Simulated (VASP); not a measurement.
# Sn in VASP: single point with PBE

Aim: the single point of Sn with PBE.

Everything below comes from runs of VASP 6.6.1. Logs are shortened: lines on timing, memory, paths and dates and some standing lists are left out, and cuts for length are marked.

**1. The cell of the first run**

The cell holds a slab with vacuum, 6 atoms: a = 4.706 Å, b = 6.656 Å, c = 20.706 Å, α = 90.00°, β = 90.00°, γ = 90.00°.

**2. Single point, PBE**

INCAR

```
SYSTEM = Sn
  PREC = Accurate
  ENCUT = 520
  EDIFF = 1E-6
  ISMEAR = -1
  SIGMA = 0.02
  LREAL = .FALSE.
  LASPH = .TRUE.
  NELM = 80
  ALGO = Normal
  ISIF = 2
  LWAVE = .FALSE.
  LCHARG = .TRUE.
  LDIPOL = .TRUE.
  IDIPOL = 3
  DIPOL = 0.5 0.5 0.500
  GGA = PE
  LELF = .TRUE.
  LVHAR = .TRUE.
  LVACPOTAV = .TRUE.
  NBANDS = 51
```

KPOINTS

```
regular mesh
0
G
  7 5 1
  0 0 0
```

POSCAR

```
Sn
1.0
    4.7064645878      0.0000000000      0.0000000000
    0.0000000000      6.6559460509      0.0000000000
    0.0000000000      0.0000000000     20.7065000000
Sn
6
Direct
    0.7500000000      0.1250000000      0.3863529668
    0.2500000000      0.8750000000      0.3863529668
    0.2500000000      0.6250000000      0.5000000000
    0.7500000000      0.3750000000      0.5000000000
    0.7500000000      0.1250000000      0.6136470332
    0.2500000000      0.8750000000      0.6136470332
```

Potentials or basis: VASP PAW PBE potentials, release 64 (Sn_d).

Run with:

```
$ cat potpaw_PBE.64/Sn_d/POTCAR > POTCAR
$ mpirun -np 1 vasp_std > vasp.out
```

OUTCAR:

```text
SYSTEM = Sn
   PREC = Accurate
   ENCUT = 520
   EDIFF = 1E-6
   ISMEAR = -1
   LREAL = .FALSE.
   LASPH = .TRUE.
   NELM = 80
   ISIF = 2
   GGA = PE

 ion  position               nearest neighbor table
   1  0.750  0.125  0.386-   4 2.88   2 2.88   2 2.88
   2  0.250  0.875  0.386-   3 2.88   1 2.88   1 2.88
   3  0.250  0.625  0.500-   2 2.88   6 2.88   4 2.88   4 2.88
   4  0.750  0.375  0.500-   1 2.88   5 2.88   3 2.88   3 2.88
   5  0.750  0.125  0.614-   4 2.88   6 2.88   6 2.88
   6  0.250  0.875  0.614-   3 2.88   5 2.88   5 2.88

  LATTYP: Found a simple orthorhombic cell.
 ALAT       =     4.7064645878
 B/A-ratio  =     1.4142135624
 C/A-ratio  =     4.3995869115

  Lattice vectors:

 A1 = (   4.7064645878,   0.0000000000,   0.0000000000)
 A2 = (   0.0000000000,   6.6559460509,   0.0000000000)
 A3 = (   0.0000000000,   0.0000000000,  20.7065000000)

Analysis of symmetry for initial positions (statically):
=====================================================================
 Subroutine PRICEL returns:
 Original cell was already a primitive cell.

 Routine SETGRP: Setting up the symmetry group for a
 simple orthorhombic supercell.

 Subroutine GETGRP returns: Found  8 space group operations
 (whereof  4 operations were pure point group operations)
 out of a pool of  8 trial point group operations.

The static configuration has the point symmetry C_2h.
 The point group associated with its full space group is D_2h.

Analysis of symmetry for dynamics (positions and initial velocities):
=====================================================================
 Subroutine PRICEL returns:
 Original cell was already a primitive cell.

 Routine SETGRP: Setting up the symmetry group for a
 simple orthorhombic supercell.

 Subroutine GETGRP returns: Found  8 space group operations
 (whereof  4 operations were pure point group operations)
 out of a pool of  8 trial point group operations.

The dynamic configuration has the point symmetry C_2h.
 The point group associated with its full space group is D_2h.

 Subroutine INISYM returns: Found  8 space group operations
 (whereof  4 operations are pure point group operations),
 and found     1 'primitive' translations

----------------------------------------------------------------------------------------

                                     Primitive cell

  volume of cell :     648.6513

  direct lattice vectors                    reciprocal lattice vectors
     4.706464588  0.000000000  0.000000000     0.212473712  0.000000000  0.000000000
     0.000000000  6.655946051  0.000000000     0.000000000  0.150241602  0.000000000
     0.000000000  0.000000000 20.706500000     0.000000000  0.000000000  0.048294014

  length of vectors
     4.706464588  6.655946051 20.706500000     0.212473712  0.150241602  0.048294014

  position of ions in fractional coordinates (direct lattice)
     0.750000000  0.125000000  0.386352967
     0.250000000  0.875000000  0.386352967
     0.250000000  0.625000000  0.500000000
     0.750000000  0.375000000  0.500000000
     0.750000000  0.125000000  0.613647033
     0.250000000  0.875000000  0.613647033

  ion indices of the primitive-cell ions
   primitive index   ion index
                 1           1
                 2           2
                 3           3
                 4           4
                 5           5
                 6           6

----------------------------------------------------------------------------------------

 KPOINTS: regular mesh

Automatic generation of k-mesh.
 Grid dimensions read from file:
 generate k-points for:    7    5    1

 Generating k-lattice:

  Cartesian coordinates                     Fractional coordinates (reciprocal lattice)
     0.030353387  0.000000000  0.000000000     0.142857143  0.000000000  0.000000000
     0.000000000  0.030048320  0.000000000     0.000000000  0.200000000  0.000000000
     0.000000000  0.000000000  0.048294014     0.000000000  0.000000000  1.000000000

  Length of vectors
     0.030353387  0.030048320  0.048294014

  Shift w.r.t. Gamma in fractional coordinates (k-lattice)
     0.000000000  0.000000000  0.000000000

 Subroutine IBZKPT returns following result:
 ===========================================

 Found     12 irreducible k-points:

 Following reciprocal coordinates:
            Coordinates               Weight
  0.000000  0.000000  0.000000      1.000000
  0.142857  0.000000  0.000000      2.000000
  0.285714  0.000000  0.000000      2.000000
  0.428571  0.000000  0.000000      2.000000
  0.000000  0.200000  0.000000      2.000000
  0.142857  0.200000  0.000000      4.000000
  0.285714  0.200000  0.000000      4.000000
  0.428571  0.200000  0.000000      4.000000
  0.000000  0.400000  0.000000      2.000000
  0.142857  0.400000  0.000000      4.000000
  0.285714  0.400000  0.000000      4.000000
  0.428571  0.400000  0.000000      4.000000
   k-points           NKPTS =     12   k-points in BZ     NKDIM =     12   number of bands    NBANDS=     51
   number of dos      NEDOS =    301   number of ions     NIONS =      6
   total plane-waves  NPLWV = 288000
   dimension x,y,z NGX =    36 NGY =   50 NGZ =  160
   dimension x,y,z NGXF=    72 NGYF=  100 NGZF=  320
   ions per type =               6
   NGX,Y,Z   is equivalent  to a cutoff of  12.72, 12.49, 12.85 a.u.
   NGXF,Y,Z  is equivalent  to a cutoff of  25.43, 24.98, 25.69 a.u.
 SYSTEM =  Sn
   PREC   = accura    normal or accurate (medium, high low for compatibility)
   ISTART =      0    job   : 0-new  1-cont  2-samecut
   ICHARG =      2    charge: 1-file 2-atom 10-const
   ISPIN  =      1    spin polarized calculation?
   LNONCOLLINEAR =      F non collinear calculations
   LSORBIT =      F    spin-orbit coupling
   LASPH  =      T    aspherical Exc in radial PAW
   ENCUT  =  520.0 eV  38.22 Ry    6.18 a.u.   8.75 12.38 38.50*2*pi/ulx,y,z
   NELM   =     80;   NELMIN=  2; NELMDL= -5     # of ELM steps
   EDIFF  = 0.1E-05   stopping-criterion for ELM
   LREAL  =      F    real-space projection
   EDIFFG = 0.1E-04   stopping-criterion for IOM
   NSW    =      0    number of steps for IOM
   IBRION =     -1    ionic relax: 0-MD 1-quasi-New 2-CG
   NFREE  =      0    steps in history (QN), initial steepest desc. (CG)
   ISIF   =      2    stress and relaxation
   ISYM   =      2    0-nonsym 1-usesym 2-fastsym
   POTIM  = 0.5000    time-step for ionic-motion
   TEBEG  =    0.0;   TEEND  =   0.0 temperature during run
   PSTRESS=    0.0 pullay stress
   NELECT =      84.0000    total number of electrons
   NUPDOWN=      -1.0000    fix difference up-down
   EMIN   =  10.00;   EMAX   =-10.00  energy-range for DOS
   EFERMI =   0.00;   METHOD = LEGACY
   ISMEAR =    -1;   SIGMA  =   0.02  broadening in eV -4-tet -1-fermi 0-gaus
   EFERMI_NEDOS =   21; number of points for ismear=-14 and -15
   IALGO  =     38    algorithm
   IMIX   =      4    mixing-type and parameters
     AMIX     =   0.40;   BMIX     =  1.00
     AMIX_MAG =   1.60;   BMIX_MAG =  1.00
  volume/ion in A,a.u.               =     108.11       729.55
  Fermi-wavevector in a.u.,A,eV,Ry     =   0.828255  1.565175  9.333687  0.686007
  Thomas-Fermi vector in A             =   1.940600
   LORBIT       =      0    0 simple, 1 ext, 2 COOP (PROOUT), +10 PAW based schemes
   GGA     = PE    functional components
   LHFCALC =     F    Hartree Fock is set to
   AEXX    =    0.0000 exact exchange contribution
   IVDW    =     0    specifies the selected vdW correction
   LEPSILON=     F    determine dielectric tensor
   LRPA    =     F    only Hartree local field effects (RPA)
 non-spin polarized calculation
  energy-cutoff  :      520.00
  volume of cell :      648.65
 maximum number of plane-waves:     17518
 NGX is ok and might be reduce to    36
   NGX = 17   NGY = 25   NGZ = 77

 dipolmoment           0.000000      0.000000      0.000000 electrons x Angstroem

 number of electron      83.9999950 magnetization

 dipolmoment           0.000000      0.000000     -0.000000 electrons x Angstroem

 Free energy of the ion-electron system (eV)
  ---------------------------------------------------
  ext. energy  EPLUGINS =         0.00000000
  ---------------------------------------------------
  free energy    TOTEN  =       -20.45179610 eV

  energy without entropy =      -20.44371423  energy(sigma->0) =      -20.44775517

 E-fermi :  -1.1507     XC(G=0):  -3.6355

 val. band max:       -1.1742896861   @ k =   0.2857   0.2000   0.0000
 cond. band min:      -1.1377251670   @ k =   0.2857   0.4000   0.0000
 fundamental gap:      0.0365645191
 Fermi energy:        -1.1506947494

 k-point     1 :       0.0000    0.0000    0.0000
  band No.  band energies     occupation
      1     -22.6834      2.00000
      2     -22.6759      2.00000
      3     -22.6481      2.00000
      4     -22.6198      2.00000
      5     -22.6126      2.00000
      6     -22.5886      2.00000
[... 43 lines left out ...]
     50       2.2804      0.00000
     51       2.6344      0.00000

 k-point     2 :       0.1429    0.0000    0.0000
  band No.  band energies     occupation
      1     -22.6825      2.00000
      2     -22.6753      2.00000
      3     -22.6572      2.00000
      4     -22.6306      2.00000
      5     -22.6105      2.00000
      6     -22.5895      2.00000
[... 43 lines left out ...]
     50       1.8260      0.00000
     51       2.8664      0.00000

 k-point     3 :       0.2857    0.0000    0.0000
  band No.  band energies     occupation
      1     -22.6795      2.00000
      2     -22.6743      2.00000
      3     -22.6692      2.00000
      4     -22.6488      2.00000
      5     -22.6009      2.00000
      6     -22.5825      2.00000
[... 43 lines left out ...]
     50       2.9391      0.00000
     51       3.0366      0.00000
[... 379 lines left out ...]
 k-point    11 :       0.2857    0.4000    0.0000
  band No.  band energies     occupation
      1     -22.6732      2.00000
      2     -22.6717      2.00000
      3     -22.6700      2.00000
      4     -22.6619      2.00000
      5     -22.5867      2.00000
      6     -22.5806      2.00000
[... 43 lines left out ...]
     50       3.0430      0.00000
     51       3.0969      0.00000

 k-point    12 :       0.4286    0.4000    0.0000
  band No.  band energies     occupation
      1     -22.6760      2.00000
      2     -22.6746      2.00000
      3     -22.6733      2.00000
      4     -22.6701      2.00000
      5     -22.5763      2.00000
      6     -22.5670      2.00000
[... 43 lines left out ...]
     50       3.0631      0.00000
     51       3.0898      0.00000

------------------------ aborting loop because EDIFF is reached ----------------------------------------

  FORCE on cell =-STRESS in cart. coord.  units (eV):
  Direction    XX          YY          ZZ          XY          YZ          ZX
  --------------------------------------------------------------------------------------
  -------------------------------------------------------------------------------------
  Total       -0.4906449     -0.6147662     -0.4306878      0.0000000      0.0000000      0.0000000
  in kB       -1.2118995     -1.5184807     -1.0638046      0.0000000      0.0000000      0.0000000
  external PRESSURE =      -1.2647282 kB  Pullay stress =       0.0000000 kB

 VOLUME and BASIS-vectors are now :
 -----------------------------------------------------------------------------
  energy-cutoff  :      520.00
  volume of cell :      648.65
      direct lattice vectors                 reciprocal lattice vectors
     4.706464588  0.000000000  0.000000000     0.212473712  0.000000000  0.000000000
     0.000000000  6.655946051  0.000000000     0.000000000  0.150241602  0.000000000
     0.000000000  0.000000000 20.706500000     0.000000000  0.000000000  0.048294014

 POSITION                                       TOTAL-FORCE (eV/Angst)
 -----------------------------------------------------------------------------------
      3.52985      0.83199      8.00002        -0.000000     -0.246808      0.037197
      1.17662      5.82395      8.00002         0.000000      0.246808      0.037197
      1.17662      4.15997     10.35325        -0.000000      0.032801     -0.000000
      3.52985      2.49598     10.35325         0.000000     -0.032801      0.000000
      3.52985      0.83199     12.70648         0.000000     -0.246808     -0.037197
      1.17662      5.82395     12.70648         0.000000      0.246808     -0.037197
 -----------------------------------------------------------------------------------
    total drift:                                0.000000      0.000000     -0.000000

  FREE ENERGIE OF THE ION-ELECTRON SYSTEM (eV)
  ---------------------------------------------------
  free  energy   TOTEN  =       -20.4517960991 eV

  energy  without entropy=      -20.4437142329  energy(sigma->0) =      -20.44775517

 vacuum level on the upper side and lower side of the slab         3.053         3.053
```

It took 17 min on 1 thread of Intel Xeon Platinum 8259CL at 2.50GHz (Skylake/Cascade Lake), shared host; peak memory 0.71 GiB.

Results:

| Item | Value |
| --- | --- |
| Free energy | -20.4518 eV |
| Largest force | 0.250 eV/Å |
| Band gap on the k mesh | zero (bands 42 and 43 overlap by 0.15 eV) |

Forces in eV/Å, atoms in the order of the input:
```
Sn   0.000 -0.247  0.037
Sn   0.000  0.247  0.037
Sn   0.000  0.033  0.000
Sn   0.000 -0.033  0.000
Sn   0.000 -0.247 -0.037
Sn   0.000  0.247 -0.037
```

Caveat: spin-orbit coupling is left out, which moves the levels of the heavy elements.

The gap in the log of VASP goes by the Fermi energy; the results here count the filled bands.